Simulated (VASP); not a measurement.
SnTe:

```
CELL_PARAMETERS angstrom
0.00000 3.08653 3.08653
3.08653 0.00000 3.08653
3.08653 3.08653 0.00000
ATOMIC_POSITIONS crystal
Te 0.50000 0.50000 0.50000
Sn 0.00000 0.00000 0.00000
```

Base run:

- Program: VASP 6.6.1
- Functional: PBEsol
- Dispersion: D3(BJ)
- Potentials or basis: VASP PAW PBE potentials, release 64 (Te, Sn_d)
- Cutoff: 520 eV
- k mesh: 7 × 7 × 7
- Occupations: fermi-dirac, width 0.05 eV
- Spin: no spin polarisation

Its results: pressure 0.6 GPa.

Q: After a change of settings the same cell gave: pressure 1.5 GPa. Which change was it?
A. functional from PBEsol to BLYP; dispersion from D3(BJ) to D4
B. functional from PBEsol to r2SCAN; dispersion from D3(BJ) to rVV10
C. dispersion from D3(BJ) to D4
D. functional from PBEsol to revPBE; further incar settings from ALGO = Normal; EDIFF = 1e-07; NBANDS = 17 to ALGO = Normal; EDIFF = 1e-06; NBANDS = 17

A: C.

Caveats: the PAW data sets were made with another functional, which shifts forces and pressure a little.
